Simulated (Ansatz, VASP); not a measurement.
## GaN: VASP beside Ansatz

INCAR

```
SYSTEM = GaN
  PREC = Accurate
  ENCUT = 520
  EDIFF = 1E-6
  ISMEAR = 0
  SIGMA = 0.01
  LREAL = .FALSE.
  LASPH = .TRUE.
  NELM = 60
  ALGO = Normal
  ISIF = 2
  LWAVE = .FALSE.
  LCHARG = .FALSE.
  GGA = PS
  IBRION = 2
  NSW = 50
  EDIFFG = -0.002
```

KPOINTS

```
Automatic mesh
0
G
  8 8 4
  0 0 0
```

The input POSCAR:

```
GaN
1.0
    3.1825744861      0.0000000000      0.0000000000
   -1.5912872430      2.7561903544      0.0000000000
    0.0000000000      0.0000000000      5.1594828061
Ga N
2 2
Direct
    0.3333333333      0.6666666667     -0.0008061617
    0.6666666667      0.3333333333      0.4991938383
    0.3333333333      0.6666666667      0.3758061617
    0.6666666667      0.3333333333      0.8758061617
```

Input for Ansatz:

```yaml
crystal:
  lattice:
    - [3.18257448611, 0.0, 0.0]
    - [-1.59128724305, 2.75619035441, 0.0]
    - [0.0, 0.0, 5.15948280609]
  atoms:
    - { symbol: Ga, position: [0.333333333333, 0.666666666667, -0.000806161696] }
    - { symbol: Ga, position: [0.666666666667, 0.333333333333, 0.499193838304] }
    - { symbol: "N", position: [0.333333333333, 0.666666666667, 0.375806161696] }
    - { symbol: "N", position: [0.666666666667, 0.333333333333, 0.875806161696] }
kpoints:
  mp_grid: { grid: [8, 8, 4] }
scf:
  occupations: { method: fixed }
  convergence: { dr2_threshold: 1.0e-10 }
hamiltonian:
  xc: pbesol
  pseudopotentials: { kind: all_electron, lapw: { basis_error: 0.0005 } }
output:
  forces: true
  stress: true
  eigenstates:
    kpoints:
      - [0.0, 0.0, 0.0]
      - [0.0, 0.0, -0.5]
      - [-0.5, 0.0, 0.0]
      - [-0.5, 0.5, 0.0]
      - [0.0, -0.5, 0.0]
      - [-0.5, 0.0, -0.5]
      - [-0.5, 0.5, -0.5]
      - [0.0, -0.5, -0.5]
relax:
  f_tol: 0.002
  max_steps: 30
```

Change from the starting cell: z stretched by -0.5 %, x and y held.

Alike in both runs: task relaxation of the atoms; functional PBEsol; k mesh 8 × 8 × 4; no spin polarisation.

```csv
,VASP,Ansatz
version,VASP 6.6.1,Ansatz 0.2.0
potentials or method,"VASP PAW PBE potentials, release 64 (Ga_d, N), cutoff 520 eV","all-electron LAPW, scalar-relativistic"
occupations,"gaussian, width 0.01 eV",fixed
```

|  | VASP | Ansatz | Ansatz less VASP |
| --- | --- | --- | --- |
| gap on the k mesh at the Fermi level, each at its own relaxed structure (eV) | 1.94 | 1.94 | -0.003 |

VASP's potentials were made for PBE, not for PBEsol. Ansatz ran all-electron here, and VASP with PAW potentials.
